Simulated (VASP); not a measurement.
# SnSe2 (P-3m1) in VASP: settings compared

The runs below take SnSe2 through single point, with r2SCAN+rVV10, r2SCAN.

Program: VASP 6.6.1. These are calculated values, not measurements. Logs are shortened: lines on timing, memory, paths and dates and some standing lists are left out, and cuts for length are marked.

### Step 1. The cell of the first run

It takes space group P-3m1 (No. 164, trigonal). The conventional cell has a = 3.825 Å, b = 3.825 Å, c = 6.227 Å, α = 90.00°, β = 90.00°, γ = 120.00°. Sn (site symmetry -3m) has 6 Se at 2.71 Å within 3.6 Å. Within 3.6 Å of Se (site symmetry 3m) lie 3 Sn at 2.71 Å.

### Step 2. Single point, r2SCAN+rVV10

Input file POSCAR:

```
SnSe2
1.0
    3.8251491970      0.0000000000      0.0000000000
   -1.9125745985      3.3126763779      0.0000000000
    0.0000000000      0.0000000000      6.2270814990
Sn Se
1 2
Direct
    0.0000000000      0.0000000000      0.0000000000
    0.3333333333      0.6666666667      0.2530781084
    0.6666666667      0.3333333333      0.7469218916
```

Input file INCAR.step1:

```
SYSTEM = SnSe2
ALGO = Normal
EDIFF = 1E-4
ENCUT = 520
GGA = PE
ISMEAR = -1
LASPH = .TRUE.
LCHARG = .FALSE.
LREAL = .FALSE.
LWAVE = .TRUE.
NBANDS = 20
NELM = 60
PREC = Accurate
SIGMA = 0.02
```

Input file INCAR.step2:

```
SYSTEM = SnSe2
ALGO = Normal
BPARAM = 11.95
CPARAM = 0.0093
EDIFF = 1E-6
ENCUT = 520
ISIF = 2
ISMEAR = -1
ISTART = 1
IVDW_NL = 2
LASPH = .TRUE.
LCHARG = .TRUE.
LELF = .TRUE.
LMIXTAU = .TRUE.
LREAL = .FALSE.
LUSE_VDW = .TRUE.
LVHAR = .TRUE.
LWAVE = .FALSE.
METAGGA = R2SCAN
NBANDS = 20
NELM = 60
PREC = Accurate
SIGMA = 0.02
```

Input file KPOINTS:

```
k-points
0
G
  12 12 4
  0 0 0
```

Potentials or basis: VASP PAW PBE potentials, release 64 (Sn_d, Se).

On the command line:

```sh
$ cat potpaw_PBE.64/Sn_d/POTCAR potpaw_PBE.64/Se/POTCAR > POTCAR
$ cp INCAR.step1 INCAR
$ mpirun -np 1 vasp_std > vasp.out
$ cp INCAR.step2 INCAR
$ mpirun -np 1 vasp_std > vasp.out
```

OUTCAR:

```text
SYSTEM = SnSe2
   BPARAM = 11.95
   EDIFF = 1E-6
   ENCUT = 520
   ISIF = 2
   ISMEAR = -1
   ISTART = 1
   IVDW_NL = 2
   LASPH = .TRUE.
   LREAL = .FALSE.
   METAGGA = R2SCAN
   NELM = 60
   PREC = Accurate

 ion  position               nearest neighbor table
   1  0.000  0.000  0.000-   2 2.71   3 2.71   3 2.71   2 2.71   3 2.71   2 2.71
   2  0.333  0.667  0.253-   1 2.71   1 2.71   1 2.71
   3  0.667  0.333  0.747-   1 2.71   1 2.71   1 2.71

  LATTYP: Found a hexagonal cell.
 ALAT       =     3.8251491970
 C/A-ratio  =     1.6279316644

  Lattice vectors:

 A1 = (   3.8251491970,   0.0000000000,   0.0000000000)
 A2 = (  -1.9125745985,   3.3126763779,   0.0000000000)
 A3 = (   0.0000000000,   0.0000000000,   6.2270814990)

Analysis of symmetry for initial positions (statically):
=====================================================================
 Subroutine PRICEL returns:
 Original cell was already a primitive cell.

 Routine SETGRP: Setting up the symmetry group for a
 hexagonal supercell.

 Subroutine GETGRP returns: Found 12 space group operations
 (whereof 12 operations were pure point group operations)
 out of a pool of 24 trial point group operations.

The static configuration has the point symmetry D_3d.

Analysis of symmetry for dynamics (positions and initial velocities):
=====================================================================
 Subroutine PRICEL returns:
 Original cell was already a primitive cell.

 Routine SETGRP: Setting up the symmetry group for a
 hexagonal supercell.

 Subroutine GETGRP returns: Found 12 space group operations
 (whereof 12 operations were pure point group operations)
 out of a pool of 24 trial point group operations.

The dynamic configuration has the point symmetry D_3d.

 Subroutine INISYM returns: Found 12 space group operations
 (whereof 12 operations are pure point group operations),
 and found     1 'primitive' translations

----------------------------------------------------------------------------------------

                                     Primitive cell

  volume of cell :      78.9063

  direct lattice vectors                    reciprocal lattice vectors
     3.825149197  0.000000000  0.000000000     0.261427711  0.150935359  0.000000000
    -1.912574599  3.312676378  0.000000000     0.000000000  0.301870719  0.000000000
     0.000000000  0.000000000  6.227081499     0.000000000  0.000000000  0.160588873

  length of vectors
     3.825149197  3.825149197  6.227081499     0.301870719  0.301870719  0.160588873

  position of ions in fractional coordinates (direct lattice)
     0.000000000  0.000000000  0.000000000
     0.333333333  0.666666667  0.253078108
     0.666666667  0.333333333  0.746921892

  ion indices of the primitive-cell ions
   primitive index   ion index
                 1           1
                 2           2
                 3           3

----------------------------------------------------------------------------------------

 KPOINTS: k-points

Automatic generation of k-mesh.
 Grid dimensions read from file:
 generate k-points for:   12   12    4

 Generating k-lattice:

  Cartesian coordinates                     Fractional coordinates (reciprocal lattice)
     0.021785643  0.012577947  0.000000000     0.083333333  0.000000000  0.000000000
     0.000000000  0.025155893  0.000000000     0.000000000  0.083333333  0.000000000
     0.000000000  0.000000000  0.040147218     0.000000000  0.000000000  0.250000000

  Length of vectors
     0.025155893  0.025155893  0.040147218

  Shift w.r.t. Gamma in fractional coordinates (k-lattice)
     0.000000000  0.000000000  0.000000000

 Subroutine IBZKPT returns following result:
 ===========================================

 Found     69 irreducible k-points:

 Following reciprocal coordinates:
            Coordinates               Weight
  0.000000  0.000000  0.000000      1.000000
  0.083333  0.000000  0.000000      6.000000
  0.166667  0.000000  0.000000      6.000000
  0.250000 -0.000000  0.000000      6.000000
  0.333333 -0.000000  0.000000      6.000000
  0.416667 -0.000000  0.000000      6.000000
[... 16 lines left out ...]
  0.166667  0.000000  0.250000      6.000000
  0.000000  0.166667  0.250000      6.000000
 [... further k-points ...]
   k-points           NKPTS =     69   k-points in BZ     NKDIM =     69   number of bands    NBANDS=     20
   number of dos      NEDOS =    301   number of ions     NIONS =      3
   total plane-waves  NPLWV =  37632
   dimension x,y,z NGX =    28 NGY =   28 NGZ =   48
   dimension x,y,z NGXF=    56 NGYF=   56 NGZF=   96
   ions per type =               1   2
   NGX,Y,Z   is equivalent  to a cutoff of  12.17, 12.17, 12.81 a.u.
   NGXF,Y,Z  is equivalent  to a cutoff of  24.34, 24.34, 25.63 a.u.
 SYSTEM =  SnSe2
   PREC   = accura    normal or accurate (medium, high low for compatibility)
   ISTART =      1    job   : 0-new  1-cont  2-samecut
   ICHARG =      0    charge: 1-file 2-atom 10-const
   ISPIN  =      1    spin polarized calculation?
   LNONCOLLINEAR =      F non collinear calculations
   LSORBIT =      F    spin-orbit coupling
   LASPH  =      T    aspherical Exc in radial PAW
   ENCUT  =  520.0 eV  38.22 Ry    6.18 a.u.   7.11  7.11 11.58*2*pi/ulx,y,z
   NELM   =     60;   NELMIN=  2; NELMDL=  0     # of ELM steps
   EDIFF  = 0.1E-05   stopping-criterion for ELM
   LREAL  =      F    real-space projection
   EDIFFG = 0.1E-04   stopping-criterion for IOM
   NSW    =      0    number of steps for IOM
   IBRION =     -1    ionic relax: 0-MD 1-quasi-New 2-CG
   NFREE  =      0    steps in history (QN), initial steepest desc. (CG)
   ISIF   =      2    stress and relaxation
   ISYM   =      2    0-nonsym 1-usesym 2-fastsym
   POTIM  = 0.5000    time-step for ionic-motion
   TEBEG  =    0.0;   TEEND  =   0.0 temperature during run
   PSTRESS=    0.0 pullay stress
   NELECT =      26.0000    total number of electrons
   NUPDOWN=      -1.0000    fix difference up-down
   EMIN   =  10.00;   EMAX   =-10.00  energy-range for DOS
   EFERMI =   0.00;   METHOD = LEGACY
   ISMEAR =    -1;   SIGMA  =   0.02  broadening in eV -4-tet -1-fermi 0-gaus
   EFERMI_NEDOS =   21; number of points for ismear=-14 and -15
   IALGO  =     38    algorithm
   IMIX   =      4    mixing-type and parameters
     AMIX     =   0.40;   BMIX     =  1.00
     AMIX_MAG =   1.60;   BMIX_MAG =  1.00
  volume/ion in A,a.u.               =      26.30       177.50
  Fermi-wavevector in a.u.,A,eV,Ry     =   1.130738  2.136785 17.395978  1.278568
  Thomas-Fermi vector in A             =   2.267435
   LORBIT       =      0    0 simple, 1 ext, 2 COOP (PROOUT), +10 PAW based schemes
   METAGGA = R2SCAN    functional components
   LHFCALC =     F    Hartree Fock is set to
   AEXX    =    0.0000 exact exchange contribution
   IVDW_NL    =     2    kernel type
   BPARAM     =11.9500
   IVDW    =     0    specifies the selected vdW correction
   LEPSILON=     F    determine dielectric tensor
   LRPA    =     F    only Hartree local field effects (RPA)
 non-spin polarized calculation
  energy-cutoff  :      520.00
  volume of cell :       78.91
 maximum number of plane-waves:      2142
   NGX = 15   NGY = 15   NGZ = 23

 number of electron      26.0000000 magnetization

 Free energy of the ion-electron system (eV)
  ---------------------------------------------------
  ext. energy  EPLUGINS =         0.00000000
  ---------------------------------------------------
  free energy    TOTEN  =       -53.97766341 eV

  energy without entropy =      -53.97766341  energy(sigma->0) =      -53.97766341

 E-fermi :   4.1402     XC(G=0):  -9.9804

 val. band max:        3.6355556247   @ k =   0.0833   0.0833   0.0000
 cond. band min:       4.6295696379   @ k =   0.5000  -0.0000   0.5000
 fundamental gap:      0.9940140132
 Fermi energy:         4.1401675284

 k-point     1 :       0.0000    0.0000    0.0000
  band No.  band energies     occupation
      1     -18.2242      2.00000
      2     -18.2241      2.00000
      3     -18.1673      2.00000
      4     -18.1595      2.00000
      5     -18.1595      2.00000
      6     -10.6428      2.00000
[... 12 lines left out ...]
     19      13.1837      0.00000
     20      13.1837      0.00000

 k-point     2 :       0.0833    0.0000    0.0000
  band No.  band energies     occupation
      1     -18.2277      2.00000
      2     -18.2218      2.00000
      3     -18.1655      2.00000
      4     -18.1610      2.00000
      5     -18.1590      2.00000
      6     -10.5724      2.00000
[... 12 lines left out ...]
     19      12.5411      0.00000
     20      13.2778      0.00000

 k-point     3 :       0.1667    0.0000    0.0000
  band No.  band energies     occupation
      1     -18.2379      2.00000
      2     -18.2160      2.00000
      3     -18.1662      2.00000
      4     -18.1586      2.00000
      5     -18.1570      2.00000
      6     -10.3659      2.00000
[... 12 lines left out ...]
     19      12.4235      0.00000
     20      13.4770      0.00000

 k-point     4 :       0.2500   -0.0000    0.0000
  band No.  band energies     occupation
      1     -18.2529      2.00000
      2     -18.2097      2.00000
      3     -18.1713      2.00000
      4     -18.1525      2.00000
      5     -18.1502      2.00000
      6     -10.0398      2.00000
[... 12 lines left out ...]
     19      12.4568      0.00000
     20      13.7854      0.00000

 k-point     5 :       0.3333   -0.0000    0.0000
  band No.  band energies     occupation
      1     -18.2684      2.00000
      2     -18.2054      2.00000
      3     -18.1762      2.00000
      4     -18.1459      2.00000
      5     -18.1414      2.00000
      6      -9.6315      2.00000
[... 12 lines left out ...]
     19      13.2013      0.00000
     20      14.0257      0.00000

 k-point     6 :       0.4167   -0.0000    0.0000
  band No.  band energies     occupation
      1     -18.2799      2.00000
      2     -18.2035      2.00000
      3     -18.1796      2.00000
      4     -18.1398      2.00000
      5     -18.1350      2.00000
      6      -9.2213      2.00000
[... 12 lines left out ...]
     19      13.8508      0.00000
     20      14.6754      0.00000

 k-point     7 :       0.5000   -0.0000    0.0000
  band No.  band energies     occupation
      1     -18.2842      2.00000
      2     -18.2030      2.00000
      3     -18.1808      2.00000
      4     -18.1374      2.00000
      5     -18.1326      2.00000
      6      -9.0064      2.00000
[... 12 lines left out ...]
     19      14.1465      0.00000
     20      14.9154      0.00000
[... 277 lines left out ...]
 k-point    20 :       0.0000    0.0000    0.2500
  band No.  band energies     occupation
      1     -18.2242      2.00000
      2     -18.2241      2.00000
      3     -18.1673      2.00000
      4     -18.1595      2.00000
      5     -18.1595      2.00000
      6     -10.5587      2.00000
[... 12 lines left out ...]
     19      12.8557      0.00000
     20      12.8558      0.00000

 k-point    21 :       0.0833    0.0000    0.2500
  band No.  band energies     occupation
      1     -18.2277      2.00000
      2     -18.2218      2.00000
      3     -18.1654      2.00000
      4     -18.1610      2.00000
      5     -18.1590      2.00000
      6     -10.4888      2.00000
[... 12 lines left out ...]
     19      12.3918      0.00000
     20      13.1496      0.00000

 k-point    22 :       0.0000    0.0833    0.2500
  band No.  band energies     occupation
      1     -18.2277      2.00000
      2     -18.2218      2.00000
      3     -18.1654      2.00000
      4     -18.1610      2.00000
      5     -18.1590      2.00000
      6     -10.4888      2.00000
[... 12 lines left out ...]
     19      12.3449      0.00000
     20      12.8727      0.00000

 k-point    23 :       0.1667    0.0000    0.2500
  band No.  band energies     occupation
      1     -18.2380      2.00000
      2     -18.2160      2.00000
      3     -18.1662      2.00000
      4     -18.1586      2.00000
      5     -18.1570      2.00000
      6     -10.2843      2.00000
[... 12 lines left out ...]
     19      12.4709      0.00000
     20      13.4098      0.00000

 k-point    24 :       0.0000    0.1667    0.2500
  band No.  band energies     occupation
      1     -18.2379      2.00000
      2     -18.2160      2.00000
      3     -18.1662      2.00000
      4     -18.1585      2.00000
      5     -18.1570      2.00000
      6     -10.2838      2.00000
[... 12 lines left out ...]
     19      12.2334      0.00000
     20      13.1380      0.00000

 [... further k-points ...]

------------------------ aborting loop because EDIFF is reached ----------------------------------------

  FORCE on cell =-STRESS in cart. coord.  units (eV):
  Direction    XX          YY          ZZ          XY          YZ          ZX
  --------------------------------------------------------------------------------------
  -------------------------------------------------------------------------------------
  Total        0.1177508      0.1177508      0.1161694      0.0000000      0.0000000      0.0000000
  in kB        2.3909053      2.3909053      2.3587970      0.0000000      0.0000000      0.0000000
  external PRESSURE =       2.3802025 kB  Pullay stress =       0.0000000 kB

 VOLUME and BASIS-vectors are now :
 -----------------------------------------------------------------------------
  energy-cutoff  :      520.00
  volume of cell :       78.91
      direct lattice vectors                 reciprocal lattice vectors
     3.825149197  0.000000000  0.000000000     0.261427711  0.150935359  0.000000000
    -1.912574599  3.312676378  0.000000000     0.000000000  0.301870719  0.000000000
     0.000000000  0.000000000  6.227081499     0.000000000  0.000000000  0.160588873

 POSITION                                       TOTAL-FORCE (eV/Angst)
 -----------------------------------------------------------------------------------
      0.00000      0.00000      0.00000         0.000000      0.000000      0.000000
     -0.00000      2.20845      1.57594        -0.000000      0.000000      0.031468
      1.91257      1.10423      4.65114        -0.000000      0.000000     -0.031468
 -----------------------------------------------------------------------------------
    total drift:                               -0.000000     -0.000000      0.000000

  FREE ENERGIE OF THE ION-ELECTRON SYSTEM (eV)
  ---------------------------------------------------
  free  energy   TOTEN  =       -53.9776634072 eV

  energy  without entropy=      -53.9776634072  energy(sigma->0) =      -53.97766341
```

Run time: 3.4 min. Hardware: 1 thread of AMD EPYC 9R45 (Zen 5), shared host; peak memory 0.38 GiB.

Results:

```yaml
Free_energy: -53.9777 eV
Pressure: 0.2 GPa
Largest_force: 0.031 eV/Å
Band_gap_on_the_k_mesh: 0.99 eV (least direct gap 1.47 eV)
```

Forces in eV/Å, atoms in the order of the input:
```
Sn   0.000  0.000  0.000
Se   0.000  0.000  0.031
Se   0.000  0.000 -0.031
```

Caveat: the PAW data sets were made with another functional, which shifts forces and pressure a little; spin-orbit coupling is left out, which moves the levels of the heavy elements.

[end of part 1 of 2]
